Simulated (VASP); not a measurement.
# AlRu (zincblende type): single point with PBE

The system is AlRu (zincblende type).

```xyz
2
Lattice="0.0000 2.4396 2.4396 2.4396 0.0000 2.4396 2.4396 2.4396 0.0000" Properties=species:S:1:pos:R:3 pbc="T T T"
Ru    0.0000    0.0000    0.0000
Al    1.2198    1.2198    1.2198
```

```yaml
Program: VASP 6.6.1
Task: single point
Functional: PBE
Potentials_or_basis: VASP PAW PBE potentials, release 64 (Ru_pv, Al)
Cutoff: 520 eV
k_mesh: 12 × 12 × 12
Occupations: fermi-dirac, width 0.05 eV
Spin: no spin polarisation
```

| Quantity | Value |
| --- | --- |
| Pressure | 60.7 GPa |
| Band gap on the k mesh | zero (an odd number of electrons rules out a gap without spin polarisation) |

Levels at points of the mesh, in eV from the Fermi level:
```tsv
k point	band 7	band 8	band 9	band 10	band 11	band 12
(0.00, 0.00, 0.00)	-2.70	-1.03	-1.03	9.98	9.98	9.98
(0.50, 0.00, 0.00)	-2.51	-0.36	-0.36	1.35	8.24	8.24
(0.50, 0.50, 0.00)	-0.49	-0.49	0.06	2.67	3.91	3.91
```

Run time: 44 s on 1 thread of Intel Xeon 8259CL, on a shared host, peak memory 0.18 GiB.

Caveat: the cell stands under pressure.
